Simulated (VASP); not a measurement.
# MnNF3 (Pm-3m) in VASP: notebook, part 2 of 2

VASP 6.6.1. Earlier steps stand in the parts before.

### 3 Single point, PBE, collinear spin, ferromagnetic start

INCAR reads:

```
PREC = Accurate
ENCUT = 520
EDIFF = 1E-6
ISMEAR = -1
SIGMA = 0.05
LREAL = False
LASPH = True
NELM = 150
ALGO = Normal
ISIF = 2
LWAVE = False
LCHARG = True
ISPIN = 2
MAGMOM = 2.8 0 0 0 0
LORBIT = 11
LMAXMIX = 4
GGA = PE
LELF = True
LVHAR = True
NBANDS = 32
```

KPOINTS reads:

```
Automatic mesh
0
Gamma
  6 6 6
```

POSCAR reads:

```
MnNF3
1.0
    3.9830700000      0.0000000000      0.0000000000
    0.0000000000      3.9830700000      0.0000000000
    0.0000000000      0.0000000000      3.9830700000
Mn N F
1 1 3
Direct
    0.5000000000      0.5000000000      0.5000000000
    0.0000000000      0.0000000000      0.0000000000
    0.5000000000      0.5000000000      0.0000000000
    0.5000000000      0.0000000000      0.5000000000
    0.0000000000      0.5000000000      0.5000000000
```

Potentials or basis: VASP PAW PBE potentials, release 64 (Mn_pv, N, F).

Launch:

```console
$ cat potpaw_PBE.64/Mn_pv/POTCAR potpaw_PBE.64/N/POTCAR potpaw_PBE.64/F/POTCAR > POTCAR
$ mpirun -np 1 vasp_std > vasp.out
```

OUTCAR:

```text
PREC = Accurate
   ENCUT = 520
   EDIFF = 1E-6
   ISMEAR = -1
   LREAL = False
   LASPH = True
   NELM = 150
   ISIF = 2
   ISPIN = 2
   LORBIT = 11
   GGA = PE

 ion  position               nearest neighbor table
   1  0.500  0.500  0.500-   3 1.99   4 1.99   5 1.99   3 1.99   4 1.99   5 1.99
   2  0.000  0.000  0.000-
   3  0.500  0.500  0.000-   1 1.99   1 1.99
   4  0.500  0.000  0.500-   1 1.99   1 1.99
   5  0.000  0.500  0.500-   1 1.99   1 1.99

  LATTYP: Found a simple cubic cell.
 ALAT       =     3.9830700000

  Lattice vectors:

 A1 = (   3.9830700000,   0.0000000000,   0.0000000000)
 A2 = (   0.0000000000,   3.9830700000,   0.0000000000)
 A3 = (   0.0000000000,   0.0000000000,   3.9830700000)

Analysis of symmetry for initial positions (statically):
=====================================================================
 Subroutine PRICEL returns:
 Original cell was already a primitive cell.

 Routine SETGRP: Setting up the symmetry group for a
 simple cubic supercell.

 Subroutine GETGRP returns: Found 48 space group operations
 (whereof 48 operations were pure point group operations)
 out of a pool of 48 trial point group operations.

The static configuration has the point symmetry O_h .

Analysis of symmetry for dynamics (positions and initial velocities):
=====================================================================
 Subroutine PRICEL returns:
 Original cell was already a primitive cell.

 Routine SETGRP: Setting up the symmetry group for a
 simple cubic supercell.

 Subroutine GETGRP returns: Found 48 space group operations
 (whereof 48 operations were pure point group operations)
 out of a pool of 48 trial point group operations.

The dynamic configuration has the point symmetry O_h .

[... 160 lines left out ...]

  energy without entropy =      -22.17837971  energy(sigma->0) =      -22.24977593

 E-fermi :   0.6809     XC(G=0):  -9.8051

 val. band max:        0.6731743922   @ k =   0.5000   0.3333   0.3333
 cond. band min:       0.6838020639   @ k =   0.5000   0.1667   0.1667
 fundamental gap:      0.0106276717
 Fermi energy:         0.6809292418

 spin component 1

 k-point     1 :       0.0000    0.0000    0.0000
  band No.  band energies     occupation
      1     -47.9370      1.00000
      2     -47.9370      1.00000
      3     -47.9370      1.00000
      4     -22.8025      1.00000
      5     -22.2316      1.00000
      6     -22.2316      1.00000
[... 669 lines left out ...]
     30      15.4829      0.00000
     31      15.4829      0.00000
 Fermi energy:         0.6809292418

 spin component 2

 k-point     1 :       0.0000    0.0000    0.0000
  band No.  band energies     occupation
      1     -47.9371      1.00000
      2     -47.9371      1.00000
      3     -47.9371      1.00000
      4     -22.8025      1.00000
      5     -22.2317      1.00000
      6     -22.2317      1.00000
[... 669 lines left out ...]
     30      15.4828      0.00000
     31      15.4828      0.00000
 [bands above 31 left out]

------------------------ aborting loop because EDIFF is reached ----------------------------------------

  FORCE on cell =-STRESS in cart. coord.  units (eV):
  Direction    XX          YY          ZZ          XY          YZ          ZX
  --------------------------------------------------------------------------------------
  -------------------------------------------------------------------------------------
  Total       -4.9734271     -4.9734271     -4.9734271      0.0000000      0.0000000     -0.0000000
  in kB     -126.0992543   -126.0992543   -126.0992543      0.0000000      0.0000000     -0.0000000
  external PRESSURE =    -126.0992543 kB  Pullay stress =       0.0000000 kB

 VOLUME and BASIS-vectors are now :
 -----------------------------------------------------------------------------
  energy-cutoff  :      520.00
  volume of cell :       63.19
      direct lattice vectors                 reciprocal lattice vectors
     3.983070000  0.000000000  0.000000000     0.251062623  0.000000000  0.000000000
     0.000000000  3.983070000  0.000000000     0.000000000  0.251062623  0.000000000
     0.000000000  0.000000000  3.983070000     0.000000000  0.000000000  0.251062623

 POSITION                                       TOTAL-FORCE (eV/Angst)
 -----------------------------------------------------------------------------------
      1.99154      1.99154      1.99154         0.000000      0.000000      0.000000
      0.00000      0.00000      0.00000         0.000000      0.000000      0.000000
      1.99154      1.99154      0.00000         0.000000      0.000000      0.000000
      1.99154      0.00000      1.99154         0.000000      0.000000      0.000000
      0.00000      1.99154      1.99154         0.000000      0.000000      0.000000
 -----------------------------------------------------------------------------------
    total drift:                                0.000000      0.000000     -0.000000

  FREE ENERGIE OF THE ION-ELECTRON SYSTEM (eV)
  ---------------------------------------------------
  free  energy   TOTEN  =       -22.3211721402 eV

  energy  without entropy=      -22.1783797128  energy(sigma->0) =      -22.24977593

 total charge

# of ion       s       p       d       tot
------------------------------------------
    1        0.200   6.211   4.861  11.273
    2        1.390   1.838   0.000   3.228
    3        1.739   4.293   0.000   6.031
    4        1.739   4.293   0.000   6.031
    5        1.739   4.293   0.000   6.031
--------------------------------------------------
tot          6.806  20.928   4.861  32.595

 magnetization (x)

# of ion       s       p       d       tot
------------------------------------------
    1        0.000   0.000  -0.001  -0.001
    2        0.000   0.000   0.000   0.000
    3        0.000  -0.000   0.000  -0.000
    4        0.000  -0.000   0.000  -0.000
    5        0.000  -0.000   0.000  -0.000
--------------------------------------------------
tot          0.000  -0.000  -0.001  -0.001
```

It took 99 s on 1 thread of Intel Xeon 6975P-C (Granite Rapids), shared host; peak memory 0.22 GiB.

Results:

| Property | Result |
| --- | --- |
| Free energy | -22.3212 eV |
| Pressure | -12.6 GPa |
| Net moment | 0.00 μB per cell |
| Valence electrons inside the program's atomic spheres | Mn 11.27; N 3.23; F 6.03 |

Caveat: the cell stands under tension; the moments typed at the start vanished in this run; semilocal functionals often make such compounds metallic where correlation or magnetic order opens a gap, which also shifts bond lengths. With open d or f shells a metallic result of PBE can be an artefact of self-interaction; +U or a hybrid may open a gap.

### 4 Single point, PBE, collinear spin, ferromagnetic start

INCAR reads:

```
  PREC = Accurate
  ENCUT = 520
  EDIFF = 1E-6
  ISMEAR = -1
  SIGMA = 0.025
  LREAL = F
  LASPH = T
  NELM = 150
  ALGO = Normal
  ISIF = 2
  LWAVE = F
  LCHARG = T
  ISPIN = 2
  MAGMOM = 2.8 0 0 0 0
  LORBIT = 11
  LMAXMIX = 4
  GGA = PE
  LELF = T
  LVHAR = T
  NBANDS = 32
```

KPOINTS reads:

```
regular mesh
0
Gamma
  6 6 6
```

POSCAR is that of step 3.

Launch:

```console
$ cat potpaw_PBE.64/Mn_pv/POTCAR potpaw_PBE.64/N/POTCAR potpaw_PBE.64/F/POTCAR > POTCAR
$ mpirun -np 1 vasp_std > vasp.out
```

Wall time 80 s (1 thread of Intel Xeon 6975P-C (Granite Rapids), shared host); peak memory 0.22 GiB.

It converged, with:

| Quantity | Value |
| --- | --- |
| Free energy | -24.4952 eV |
| Pressure | -3.7 GPa |
| Net moment | 4.16 μB per cell |
| Site moments | Mn +3.92; N +0.01; F +0.03 μB |
| Valence electrons inside the program's atomic spheres | Mn 11.20; N 3.22; F 6.06 |

Levels at points of the mesh, in eV from the Fermi level:
Spin up:
```csv
k point,band 19,band 20,band 21,band 22,band 23,band 24,band 25,band 26
"(0.00, 0.00, 0.00)",-2.71,-1.76,-1.76,0.22,0.22,0.22,5.77,12.51
"(0.50, 0.00, 0.00)",-1.66,-1.66,-0.69,0.01,0.04,0.04,8.48,10.10
"(0.50, 0.50, 0.00)",-1.34,-1.06,-0.17,-0.06,-0.06,1.21,9.95,11.32
"(0.50, 0.50, 0.50)",-1.51,0.26,0.26,0.26,1.21,1.21,10.48,10.48
```
Spin down:
```
           k point  band 15  band 16  band 17  band 18  band 19  band 20
(0.00, 0.00, 0.00)    -3.30    -3.30     0.24     0.24     0.24     1.43
(0.50, 0.00, 0.00)    -3.32    -3.32    -0.55     0.05     0.05     1.44
(0.50, 0.50, 0.00)    -3.86    -2.74    -0.17    -0.04    -0.04     2.05
(0.50, 0.50, 0.50)    -2.73    -2.73     0.19     0.19     0.19     2.45
```

Caveat: the cell stands under tension; a cell with one magnetic atom can't hold antiferromagnetic order, which such compounds often take; semilocal functionals often make such compounds metallic where correlation or magnetic order opens a gap, which also shifts bond lengths. With open d or f shells a metallic result of PBE can be an artefact of self-interaction; +U or a hybrid may open a gap.
